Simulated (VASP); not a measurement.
# Pb (Fd-3m) in VASP: further runs, part 3 of 3

VASP 6.6.1.

## (6) Electric field gradients, LDA (volume scaled by 0.94)

The input, INCAR:

```
ALGO = Normal ; EDIFF = 1E-8
ENCUT = 520 ; GGA = CA
ISIF = 2 ; ISMEAR = -1
LASPH = T ; LCHARG = F
LEFG = T ; LREAL = F
LWAVE = F ; NBANDS = 21
NELM = 100 ; PREC = Accurate
SIGMA = 0.05
```

The input, KPOINTS:

```
k-points
0
Gamma
  8 8 8
```

The input, POSCAR:

```
Pb
1.0
    0.0000000000      3.3687966822      3.3687966822
    3.3687966822      0.0000000000      3.3687966822
    3.3687966822      3.3687966822      0.0000000000
Pb
2
Direct
    0.0000000000      0.0000000000      0.0000000000
    0.2500000000      0.2500000000      0.2500000000
```

Potentials or basis: VASP PAW LDA potentials, release 64 (Pb_d).

Launch:

```sh
$ cat potpaw_LDA.64/Pb_d/POTCAR > POTCAR
$ mpirun -np 1 vasp_std > vasp.out
```

OUTCAR:

```text
EDIFF = 1E-8
   ENCUT = 520
   GGA = CA
   ISIF = 2
   ISMEAR = -1
   LASPH = T
   LREAL = F
   NELM = 100
   PREC = Accurate

 ion  position               nearest neighbor table
   1  0.000  0.000  0.000-   2 2.92   2 2.92   2 2.92   2 2.92
   2  0.250  0.250  0.250-   1 2.92   1 2.92   1 2.92   1 2.92

  LATTYP: Found a face centered cubic cell.
 ALAT       =     6.7375933644

  Lattice vectors:

 A1 = (   0.0000000000,   3.3687966822,   3.3687966822)
 A2 = (   3.3687966822,   0.0000000000,   3.3687966822)
 A3 = (   3.3687966822,   3.3687966822,   0.0000000000)

Analysis of symmetry for initial positions (statically):
=====================================================================
 Subroutine PRICEL returns:
 Original cell was already a primitive cell.

 Routine SETGRP: Setting up the symmetry group for a
 face centered cubic supercell.

 Subroutine GETGRP returns: Found 48 space group operations
[... 764 lines left out ...]
  volume of cell :       76.46
      direct lattice vectors                 reciprocal lattice vectors
     0.000000000  3.368796682  3.368796682    -0.148420949  0.148420949  0.148420949
     3.368796682  0.000000000  3.368796682     0.148420949 -0.148420949  0.148420949
     3.368796682  3.368796682  0.000000000     0.148420949  0.148420949 -0.148420949

 POSITION                                       TOTAL-FORCE (eV/Angst)
 -----------------------------------------------------------------------------------
      0.00000      0.00000      0.00000         0.000000      0.000000      0.000000
      1.68440      1.68440      1.68440        -0.000000     -0.000000     -0.000000
 -----------------------------------------------------------------------------------
    total drift:                                0.000000      0.000000      0.000000

  FREE ENERGIE OF THE ION-ELECTRON SYSTEM (eV)
  ---------------------------------------------------
  free  energy   TOTEN  =        -7.8785709806 eV

  energy  without entropy=       -7.8745945559  energy(sigma->0) =       -7.87658277

 Electric field gradients (V/A^2)
---------------------------------------------------------------------
 ion       V_xx      V_yy      V_zz      V_xy      V_xz      V_yz
---------------------------------------------------------------------
   1       0.000    -0.000    -0.000    -0.001    -0.001    -0.001
   2       0.000    -0.000    -0.000    -0.001    -0.001    -0.001
---------------------------------------------------------------------

 Electric field gradients after diagonalization (V/A^2)
 (convention: |V_zz| > |V_xx| > |V_yy|)
----------------------------------------------------------------------
 ion       V_xx      V_yy      V_zz     asymmetry (V_yy - V_xx)/ V_zz
----------------------------------------------------------------------
   1       0.001     0.001    -0.002       0.000
   2       0.001     0.001    -0.002       0.000
----------------------------------------------------------------------

           NMR quadrupolar parameters

 Cq : quadrupolar parameter    Cq=e*Q*V_zz/h
 eta: asymmetry parameters     (V_yy - V_xx)/ V_zz
 Q  : nuclear electric quadrupole moment in mb (millibarn)
----------------------------------------------------------------------
 ion       Cq(MHz)       eta       Q (mb)
----------------------------------------------------------------------
   1      -0.000       0.000       1.000
   2      -0.000       0.000       1.000
----------------------------------------------------------------------
```

OSZICAR:

```text
N       E                     dE             d eps       ncg     rms          rms(c)
DAV:   1     0.296035903146E+03    0.29604E+03   -0.13711E+04  1218   0.148E+03
DAV:   2     0.143873439949E+02   -0.28165E+03   -0.27570E+03  1218   0.398E+02
DAV:   3    -0.715254569977E+01   -0.21540E+02   -0.21384E+02  1464   0.139E+02
DAV:   4    -0.791438331465E+01   -0.76184E+00   -0.76147E+00  1436   0.308E+01
DAV:   5    -0.795875972432E+01   -0.44376E-01   -0.44376E-01  1846   0.661E+00    0.169E+00
DAV:   6    -0.790404656084E+01    0.54713E-01   -0.43527E-02  1727   0.275E+00    0.926E-01
DAV:   7    -0.787861243825E+01    0.25434E-01   -0.36879E-02  1617   0.227E+00    0.151E-01
DAV:   8    -0.787852307298E+01    0.89365E-04   -0.43298E-03  1695   0.772E-01    0.396E-02
DAV:   9    -0.787857605214E+01   -0.52979E-04   -0.20818E-04  1567   0.194E-01    0.145E-02
DAV:  10    -0.787857088335E+01    0.51688E-05   -0.22900E-05  1725   0.752E-02    0.353E-03
DAV:  11    -0.787857102880E+01   -0.14545E-06   -0.22844E-06  1924   0.134E-02    0.133E-03
DAV:  12    -0.787857098083E+01    0.47967E-07   -0.20244E-07  1695   0.535E-03    0.196E-04
DAV:  13    -0.787857098065E+01    0.18008E-09   -0.59344E-09   959   0.711E-04
   1 F= -.78785710E+01 E0= -.78765828E+01  d E =-.397642E-02
```

stdout:

```text
POSCAR found type information on POSCAR Pb
 POSCAR found :  1 types and       2 ions
 scaLAPACK will be used
 LDA part: xc-table for (Slater(with rela. corr.)+CA(PZ))
 , standard interpolation
 POSCAR, INCAR and KPOINTS ok, starting setup
 FFT: planning ... GRIDC
 FFT: planning ... GRID_SOFT
 FFT: planning ... GRID
 WAVECAR not read
 entering main loop
ion   1

ion   2
```

It took 24 s on 1 thread of Intel Xeon 6975P-C (Granite Rapids), shared host; peak memory 0.18 GiB.

Results:

```
Free energy            : -7.8786 eV
Pressure               : 1.5 GPa
Band gap on the k mesh : zero (band 14 reaches 5.07 eV, above the bottom of band 15 at 3.81 eV)
```

Caveat: without QUAD_EFG the Cq values of the log hold for a quadrupole moment of 1 mb, not for the nuclei; spin-orbit coupling is left out, which moves the levels of the heavy elements.

## (7) The runs side by side

```tsv
cell	gap on the mesh (eV)	pressure (GPa)
a = 4.904 Å, angles 60.0°, 2 atoms	none	-1.4
a = 4.943 Å, angles 60.0°, 2 atoms	none	-2.0
a = 4.764 Å, angles 60.0°, 2 atoms	none	1.5
```

Alike in all rows: task electric field gradients; level LDA; potentials or basis VASP PAW LDA potentials, release 64 (Pb_d); no spin polarisation; k mesh 8 × 8 × 8; cutoff (eV) 520; smearing fermi-dirac 0.05 eV.

Caveats: spin-orbit coupling is left out, which moves the levels of the heavy elements.

Absolute energies hang on the potentials; compare differences alone.
